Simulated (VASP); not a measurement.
# As (Cmce) in VASP: further runs

Aim: see how the results for As move with the level of theory and the settings. Levels: LDA, PBE, PBEsol. Tasks: single point.

All numbers are computed with VASP 6.6.1; they aren't measurements. Logs are shortened: lines on timing, memory, paths and dates and some standing lists are left out, and cuts for length are marked.

## Step 1: The cell of the first run

It takes space group Cmce (No. 64, orthorhombic). The conventional cell has a = 3.626 Å, b = 10.926 Å, c = 4.440 Å, α = 90.00°, β = 90.00°, γ = 90.00°. Within 3.3 Å of As (site symmetry m) lie 5 As at 2.46 to 3.30 Å.

## Step 2: Single point, LDA

File INCAR:

```
SYSTEM = As
ALGO = Normal ; EDIFF = 1E-6
ENCUT = 520 ; ISIF = 2
ISMEAR = -1 ; LASPH = .True.
LCHARG = .True. ; LELF = .True.
LREAL = .False. ; LVHAR = .True.
LWAVE = .False. ; NBANDS = 18
NELM = 60 ; PREC = Accurate
SIGMA = 0.05
```

File KPOINTS:

```
k-points
0
Gamma
  8 8 6
  0 0 0
```

File POSCAR:

```
As
1.0
    1.8127513088     -5.4630861361      0.0000000000
    1.8127513088      5.4630861361      0.0000000000
    0.0000000000      0.0000000000      4.4399990961
As
4
Direct
    0.3900000000      0.6100000000      0.5600000000
    0.8900000000      0.1100000000      0.9400000000
    0.6100000000      0.3900000000      0.4400000000
    0.1100000000      0.8900000000      0.0600000000
```

Potentials or basis: VASP PAW LDA potentials, release 64 (As).

On the command line:

```sh
$ cat potpaw_LDA.64/As/POTCAR > POTCAR
$ mpirun -np 1 vasp_std > vasp.out
```

OUTCAR:

```text
SYSTEM = As
   EDIFF = 1E-6
   ENCUT = 520
   ISIF = 2
   ISMEAR = -1
   LASPH = .True.
   LREAL = .False.
   NELM = 60
   PREC = Accurate

 ion  position               nearest neighbor table
   1  0.390  0.610  0.560-   3 2.46   2 2.48   2 2.48
   2  0.890  0.110  0.940-   4 2.46   1 2.48   1 2.48
   3  0.610  0.390  0.440-   1 2.46   4 2.48   4 2.48
   4  0.110  0.890  0.060-   2 2.46   3 2.48   3 2.48

  LATTYP: Found a base centered orthorhombic cell.
 ALAT       =     3.6255026176
 B/A-ratio  =     3.0136986301
 C/A-ratio  =     1.2246575343

  Lattice vectors:

 A1 = (   1.8127513088,  -5.4630861361,   0.0000000000)
 A2 = (   1.8127513088,   5.4630861361,   0.0000000000)
 A3 = (   0.0000000000,   0.0000000000,   4.4399990961)

Analysis of symmetry for initial positions (statically):
=====================================================================
 Subroutine PRICEL returns:
 Original cell was already a primitive cell.

 Routine SETGRP: Setting up the symmetry group for a
 base centered orthorhombic supercell.

 Subroutine GETGRP returns: Found  8 space group operations
 (whereof  4 operations were pure point group operations)
 out of a pool of  8 trial point group operations.

The static configuration has the point symmetry C_2h.
 The point group associated with its full space group is D_2h.

Analysis of symmetry for dynamics (positions and initial velocities):
=====================================================================
 Subroutine PRICEL returns:
 Original cell was already a primitive cell.

 Routine SETGRP: Setting up the symmetry group for a
 base centered orthorhombic supercell.

 Subroutine GETGRP returns: Found  8 space group operations
 (whereof  4 operations were pure point group operations)
 out of a pool of  8 trial point group operations.

The dynamic configuration has the point symmetry C_2h.
 The point group associated with its full space group is D_2h.

 Subroutine INISYM returns: Found  8 space group operations
 (whereof  4 operations are pure point group operations),
 and found     1 'primitive' translations

----------------------------------------------------------------------------------------

                                     Primitive cell

  volume of cell :      87.9405

  direct lattice vectors                    reciprocal lattice vectors
     1.812751309 -5.463086136  0.000000000     0.275823825 -0.091523360  0.000000000
     1.812751309  5.463086136  0.000000000     0.275823825  0.091523360  0.000000000
     0.000000000  0.000000000  4.439999096     0.000000000  0.000000000  0.225225271

  length of vectors
     5.755986226  5.755986226  4.439999096     0.290611954  0.290611954  0.225225271

  position of ions in fractional coordinates (direct lattice)
     0.390000000  0.610000000  0.560000000
     0.890000000  0.110000000  0.940000000
     0.610000000  0.390000000  0.440000000
     0.110000000  0.890000000  0.060000000

  ion indices of the primitive-cell ions
   primitive index   ion index
                 1           1
                 2           2
                 3           3
                 4           4

----------------------------------------------------------------------------------------

 KPOINTS: k-points

Automatic generation of k-mesh.
 Grid dimensions read from file:
 generate k-points for:    8    8    6

 Generating k-lattice:

  Cartesian coordinates                     Fractional coordinates (reciprocal lattice)
     0.034477978 -0.011440420  0.000000000     0.125000000  0.000000000  0.000000000
     0.034477978  0.011440420  0.000000000     0.000000000  0.125000000  0.000000000
     0.000000000  0.000000000  0.037537545     0.000000000  0.000000000  0.166666667

  Length of vectors
     0.036326494  0.036326494  0.037537545

  Shift w.r.t. Gamma in fractional coordinates (k-lattice)
     0.000000000  0.000000000  0.000000000

 Subroutine IBZKPT returns following result:
 ===========================================

 Found     84 irreducible k-points:

 Following reciprocal coordinates:
            Coordinates               Weight
  0.000000  0.000000  0.000000      1.000000
  0.125000  0.000000  0.000000      4.000000
  0.250000  0.000000  0.000000      4.000000
  0.375000  0.000000  0.000000      4.000000
  0.500000  0.000000  0.000000      2.000000
  0.125000  0.125000  0.000000      2.000000
[... 16 lines left out ...]
  0.125000  0.000000  0.166667      8.000000
  0.250000  0.000000  0.166667      8.000000
 [... further k-points ...]
   k-points           NKPTS =     84   k-points in BZ     NKDIM =     84   number of bands    NBANDS=     18
   number of dos      NEDOS =    301   number of ions     NIONS =      4
   total plane-waves  NPLWV =  82944
   dimension x,y,z NGX =    48 NGY =   48 NGZ =   36
   dimension x,y,z NGXF=    96 NGYF=   96 NGZF=   72
   ions per type =               4
   NGX,Y,Z   is equivalent  to a cutoff of  13.86, 13.86, 13.48 a.u.
   NGXF,Y,Z  is equivalent  to a cutoff of  27.73, 27.73, 26.96 a.u.
 SYSTEM =  As
   PREC   = accura    normal or accurate (medium, high low for compatibility)
   ISTART =      0    job   : 0-new  1-cont  2-samecut
   ICHARG =      2    charge: 1-file 2-atom 10-const
   ISPIN  =      1    spin polarized calculation?
   LNONCOLLINEAR =      F non collinear calculations
   LSORBIT =      F    spin-orbit coupling
   LASPH  =      T    aspherical Exc in radial PAW
   ENCUT  =  520.0 eV  38.22 Ry    6.18 a.u.  10.70 10.70  8.26*2*pi/ulx,y,z
   NELM   =     60;   NELMIN=  2; NELMDL= -5     # of ELM steps
   EDIFF  = 0.1E-05   stopping-criterion for ELM
   LREAL  =      F    real-space projection
   EDIFFG = 0.1E-04   stopping-criterion for IOM
   NSW    =      0    number of steps for IOM
   IBRION =     -1    ionic relax: 0-MD 1-quasi-New 2-CG
   NFREE  =      0    steps in history (QN), initial steepest desc. (CG)
   ISIF   =      2    stress and relaxation
   ISYM   =      2    0-nonsym 1-usesym 2-fastsym
   POTIM  = 0.5000    time-step for ionic-motion
   TEBEG  =    0.0;   TEEND  =   0.0 temperature during run
   PSTRESS=    0.0 pullay stress
   NELECT =      20.0000    total number of electrons
   NUPDOWN=      -1.0000    fix difference up-down
   EMIN   =  10.00;   EMAX   =-10.00  energy-range for DOS
   EFERMI =   0.00;   METHOD = LEGACY
   ISMEAR =    -1;   SIGMA  =   0.05  broadening in eV -4-tet -1-fermi 0-gaus
   EFERMI_NEDOS =   21; number of points for ismear=-14 and -15
   IALGO  =     38    algorithm
   IMIX   =      4    mixing-type and parameters
     AMIX     =   0.40;   BMIX     =  1.00
     AMIX_MAG =   1.60;   BMIX_MAG =  1.00
  volume/ion in A,a.u.               =      21.99       148.36
  Fermi-wavevector in a.u.,A,eV,Ry     =   0.999283  1.888371 13.586319  0.998566
  Thomas-Fermi vector in A             =   2.131563
   LORBIT       =      0    0 simple, 1 ext, 2 COOP (PROOUT), +10 PAW based schemes
   GGA     = CA    functional components
   LHFCALC =     F    Hartree Fock is set to
   AEXX    =    0.0000 exact exchange contribution
   IVDW    =     0    specifies the selected vdW correction
   LEPSILON=     F    determine dielectric tensor
   LRPA    =     F    only Hartree local field effects (RPA)
 non-spin polarized calculation
  energy-cutoff  :      520.00
  volume of cell :       87.94
 maximum number of plane-waves:      2396
 NGX is ok and might be reduce to    48
   NGX = 21   NGY = 21   NGZ = 17

 number of electron      20.0000001 magnetization

 Free energy of the ion-electron system (eV)
  ---------------------------------------------------
  ext. energy  EPLUGINS =         0.00000000
  ---------------------------------------------------
  free energy    TOTEN  =       -21.33310402 eV

  energy without entropy =      -21.32942571  energy(sigma->0) =      -21.33126486

 E-fermi :   4.9724     XC(G=0): -10.0462

 val. band max:        4.9721825909   @ k =   0.5000   0.3750   0.0000
 cond. band min:       4.9939931152   @ k =   0.5000   0.1250   0.0000
 fundamental gap:      0.0218105243
 Fermi energy:         4.9724278324

 k-point     1 :       0.0000    0.0000    0.0000
  band No.  band energies     occupation
      1      -9.9774      2.00000
      2      -7.1347      2.00000
      3      -4.4578      2.00000
      4      -1.2029      2.00000
      5      -0.9856      2.00000
      6       0.5783      2.00000
[... 10 lines left out ...]
     17      12.0752      0.00000
     18      12.2232      0.00000

 k-point     2 :       0.1250    0.0000    0.0000
  band No.  band energies     occupation
      1      -9.8095      2.00000
      2      -7.0034      2.00000
      3      -4.6390      2.00000
      4      -1.4520      2.00000
      5      -1.0082      2.00000
      6       0.7514      2.00000
[... 10 lines left out ...]
     17      10.9637      0.00000
     18      12.0087      0.00000

 k-point     3 :       0.2500    0.0000    0.0000
  band No.  band energies     occupation
      1      -9.3125      2.00000
      2      -6.6078      2.00000
      3      -5.2602      2.00000
      4      -2.5844      2.00000
      5      -0.4423      2.00000
      6       0.8286      2.00000
[... 10 lines left out ...]
     17      11.1489      0.00000
     18      11.9228      0.00000

 k-point     4 :       0.3750    0.0000    0.0000
  band No.  band energies     occupation
      1      -8.5107      2.00000
      2      -6.2945      2.00000
      3      -5.9454      2.00000
      4      -3.8696      2.00000
      5       0.4136      2.00000
      6       0.8946      2.00000
[... 375 lines left out ...]
      4      -1.8090      2.00000
      5      -0.8657      2.00000
      6       1.1973      2.00000
[... 10 lines left out ...]
     17      11.6163      0.00000
     18      12.5189      0.00000

 k-point    23 :       0.1250    0.0000    0.1667
  band No.  band energies     occupation
      1      -9.6465      2.00000
      2      -7.1328      2.00000
      3      -4.7756      2.00000
      4      -2.0186      2.00000
      5      -0.7200      2.00000
      6       0.6568      2.00000
[... 10 lines left out ...]
     17      11.6714      0.00000
     18      12.3685      0.00000

 k-point    24 :       0.2500    0.0000    0.1667
  band No.  band energies     occupation
      1      -9.1563      2.00000
      2      -6.7626      2.00000
      3      -5.1879      2.00000
      4      -2.7896      2.00000
      5      -0.3639      2.00000
      6       0.1338      2.00000
[... 10 lines left out ...]
     17      11.2010      0.00000
     18      12.4473      0.00000

 [... further k-points ...]

------------------------ aborting loop because EDIFF is reached ----------------------------------------

  FORCE on cell =-STRESS in cart. coord.  units (eV):
  Direction    XX          YY          ZZ          XY          YZ          ZX
  --------------------------------------------------------------------------------------
  -------------------------------------------------------------------------------------
  Total        0.4782563      0.0791876     -0.5950713      0.0000000      0.0000000      0.0000000
  in kB        8.7132898      1.4427083    -10.8415261      0.0000000      0.0000000      0.0000000
  external PRESSURE =      -0.2285093 kB  Pullay stress =       0.0000000 kB

 VOLUME and BASIS-vectors are now :
 -----------------------------------------------------------------------------
  energy-cutoff  :      520.00
  volume of cell :       87.94
      direct lattice vectors                 reciprocal lattice vectors
     1.812751309 -5.463086136  0.000000000     0.275823825 -0.091523360  0.000000000
     1.812751309  5.463086136  0.000000000     0.275823825  0.091523360  0.000000000
     0.000000000  0.000000000  4.439999096     0.000000000  0.000000000  0.225225271

 POSITION                                       TOTAL-FORCE (eV/Angst)
 -----------------------------------------------------------------------------------
      1.81275      1.20188      2.48640         0.000000      0.159363      0.030700
      1.81275     -4.26121      4.17360         0.000000      0.159363     -0.030700
      1.81275     -1.20188      1.95360         0.000000     -0.159363     -0.030700
      1.81275      4.26121      0.26640         0.000000     -0.159363      0.030700
 -----------------------------------------------------------------------------------
    total drift:                               -0.000000      0.000000     -0.000000

  FREE ENERGIE OF THE ION-ELECTRON SYSTEM (eV)
  ---------------------------------------------------
  free  energy   TOTEN  =       -21.3331040237 eV

  energy  without entropy=      -21.3294257061  energy(sigma->0) =      -21.33126486
```

Run time: 2.8 min. Hardware: 1 thread of Intel Xeon 8259CL, shared host; peak memory 0.28 GiB.

What came out:

| Item | Value |
| --- | --- |
| Free energy | -21.3331 eV |
| Pressure | 0.0 GPa |
| Largest force | 0.162 eV/Å |
| Band gap on the k mesh | zero (bands 10 and 11 overlap by 0.03 eV) |

Forces in eV/Å, atoms in the order of the input:
```
As   0.000  0.159  0.031
As   0.000  0.159 -0.031
As   0.000 -0.159 -0.031
As   0.000 -0.159  0.031
```

## Step 3: Single point, LDA

This run uses another cell than the first one, of 22.43 Å³/atom.

File INCAR:

```
PREC = Accurate
ENCUT = 520
EDIFF = 1E-7
ISMEAR = -1
SIGMA = 0.05
LREAL = False
LASPH = True
NELM = 100
ALGO = Normal
ISIF = 2
LWAVE = False
LCHARG = False
NBANDS = 18
```

File KPOINTS:

```
Automatic mesh
0
Gamma
  8 8 6
```

File POSCAR:

```
As
1.0
    1.8250000000     -5.5000000000      0.0000000000
    1.8250000000      5.5000000000      0.0000000000
    0.0000000000      0.0000000000      4.4700000000
As
4
Direct
    0.3900000000      0.6100000000      0.5600000000
    0.8900000000      0.1100000000      0.9400000000
    0.6100000000      0.3900000000      0.4400000000
    0.1100000000      0.8900000000      0.0600000000
```

Potentials or basis: VASP PAW LDA potentials, release 64 (As).

On the command line:

```sh
$ cat potpaw_LDA.64/As/POTCAR > POTCAR
$ mpirun -np 1 vasp_std > vasp.out
```

It took 3.2 min on 1 thread of Intel Xeon 8259CL, shared host; peak memory 0.28 GiB.

It converged, with:

```yaml
Free_energy: -21.3246 eV
Pressure: -1.5 GPa
Largest_force: 0.141 eV/Å
```

Forces in eV/Å, atoms in the order of the input:
```
As   0.000  0.031  0.137
As   0.000  0.031 -0.137
As   0.000 -0.031 -0.137
As   0.000 -0.031  0.137
```

Stress tensor (GPa, compression positive):
```
-0.70  0.00  0.00
 0.00 -1.31  0.00
 0.00  0.00 -2.43
```

Levels at points of the mesh, in eV from the Fermi level:
```csv
k point,band 6,band 7,band 8,band 9,band 10,band 11,band 12,band 13,band 14,band 15
"(0.00, 0.00, 0.00)",-4.29,-2.99,-2.22,-1.83,-1.03,1.96,2.03,2.51,3.38,4.81
"(0.50, 0.00, 0.00)",-3.76,-2.48,-2.48,-2.33,-2.33,0.83,0.83,1.02,1.02,3.21
"(0.50, 0.50, 0.00)",-4.42,-3.35,-1.64,-1.23,-0.37,0.15,1.97,2.37,3.02,4.80
"(0.00, 0.00, 0.50)",-4.30,-1.94,-1.94,-0.59,-0.59,1.02,1.02,2.08,2.08,4.99
"(0.50, 0.00, 0.50)",-5.43,-4.61,-4.61,-1.79,-1.79,1.97,1.97,4.60,4.60,6.34
"(0.50, 0.50, 0.50)",-2.06,-1.86,-1.86,-1.09,-1.09,1.47,1.47,1.75,1.75,2.60
```

## Step 4: Single point, PBE

This run uses another cell than the first one, of 22.43 Å³/atom.

File INCAR:

```
PREC = Accurate ; ENCUT = 520
EDIFF = 1E-7 ; ISMEAR = -1
SIGMA = 0.05 ; LREAL = False
LASPH = True ; NELM = 100
ALGO = Normal ; ISIF = 2
LWAVE = False ; LCHARG = False
GGA = PE ; NBANDS = 18
```

File KPOINTS:

```
regular mesh
0
Gamma
  8 8 6
```

POSCAR is that of step 3.

Potentials or basis: VASP PAW PBE potentials, release 64 (As).

On the command line:

```sh
$ cat potpaw_PBE.64/As/POTCAR > POTCAR
$ mpirun -np 1 vasp_std > vasp.out
```

Wall time 3.6 min (1 thread of Intel Xeon 8259CL, shared host); peak memory 0.33 GiB.

It converged, with:

| Property | Result |
| --- | --- |
| Free energy | -18.5466 eV |
| Pressure | 3.3 GPa |
| Largest force | 0.167 eV/Å |

Forces in eV/Å, atoms in the order of the input:
```
As   0.000  0.167  0.001
As   0.000  0.167 -0.001
As   0.000 -0.167 -0.001
As   0.000 -0.167  0.001
```

Stress tensor (GPa, compression positive):
```
4.24 0.00 0.00
0.00 3.20 0.00
0.00 0.00 2.53
```

Levels at points of the mesh, in eV from the Fermi level:
| k point | band 6 | band 7 | band 8 | band 9 | band 10 | band 11 | band 12 | band 13 | band 14 | band 15 |
| --- | --- | --- | --- | --- | --- | --- | --- | --- | --- | --- |
| (0.00, 0.00, 0.00) | -4.31 | -3.03 | -2.24 | -1.87 | -1.06 | 1.96 | 2.04 | 2.51 | 3.39 | 4.84 |
| (0.50, 0.00, 0.00) | -3.79 | -2.52 | -2.52 | -2.36 | -2.36 | 0.86 | 0.86 | 1.05 | 1.05 | 3.23 |
| (0.50, 0.50, 0.00) | -4.45 | -3.39 | -1.67 | -1.26 | -0.33 | 0.13 | 1.97 | 2.40 | 3.03 | 4.84 |
| (0.00, 0.00, 0.50) | -4.32 | -1.98 | -1.98 | -0.60 | -0.60 | 1.04 | 1.04 | 2.08 | 2.08 | 5.02 |
| (0.50, 0.00, 0.50) | -5.45 | -4.64 | -4.64 | -1.82 | -1.82 | 2.00 | 2.00 | 4.62 | 4.62 | 6.39 |
| (0.50, 0.50, 0.50) | -2.10 | -1.90 | -1.90 | -1.10 | -1.10 | 1.49 | 1.49 | 1.78 | 1.78 | 2.60 |

Caveat: the cell stands under pressure.

## Step 5: Single point, PBEsol

This run uses another cell than the first one, of 22.88 Å³/atom.

File INCAR:

```
PREC = Accurate ; ENCUT = 520
EDIFF = 1E-6 ; ISMEAR = -1
SIGMA = 0.05 ; LREAL = F
LASPH = T ; NELM = 80
ALGO = Normal ; ISIF = 2
LWAVE = F ; LCHARG = T
GGA = PS ; LELF = T
LVHAR = T ; NBANDS = 18
```

File KPOINTS:

```
Automatic mesh
0
Gamma
  6 6 5
```

Edit POSCAR of step 4 so:

```diff
@@ -2,4 +2,4 @@
 1.0
-    1.8250000000     -5.5000000000      0.0000000000
-    1.8250000000      5.5000000000      0.0000000000
+    1.8432500000     -5.5550000000      0.0000000000
+    1.8432500000      5.5550000000      0.0000000000
     0.0000000000      0.0000000000      4.4700000000
```

On the command line:

```sh
$ cat potpaw_PBE.64/As/POTCAR > POTCAR
$ mpirun -np 1 vasp_std > vasp.out
```

Wall time 2.1 min (1 thread of AMD EPYC 7R13, shared host); peak memory 0.25 GiB.

It converged, with:

| Quantity | Value |
| --- | --- |
| Free energy | -20.2203 eV |
| Pressure | -1.3 GPa |
| Largest force | 0.125 eV/Å |

Forces in eV/Å, atoms in the order of the input:
```
As   0.000 -0.075  0.100
As   0.000 -0.075 -0.100
As   0.000  0.075 -0.100
As   0.000  0.075  0.100
```

Stress tensor (GPa, compression positive):
```
-0.42  0.00  0.00
 0.00 -1.93  0.00
 0.00  0.00 -1.69
```

Levels at points of the mesh, in eV from the Fermi level:
| k point | band 8 | band 9 | band 10 | band 11 | band 12 | band 13 |
| --- | --- | --- | --- | --- | --- | --- |
| (0.00, 0.00, 0.00) | -2.26 | -1.98 | -1.05 | 1.85 | 1.87 | 2.36 |
| (0.50, 0.00, 0.00) | -2.53 | -2.38 | -2.38 | 0.76 | 0.76 | 0.96 |
| (0.50, 0.50, 0.00) | -1.74 | -1.39 | -0.49 | 0.02 | 1.83 | 2.22 |

Caveat: the PAW data sets were made with another functional, which shifts forces and pressure a little.

[end of part 1 of 2]
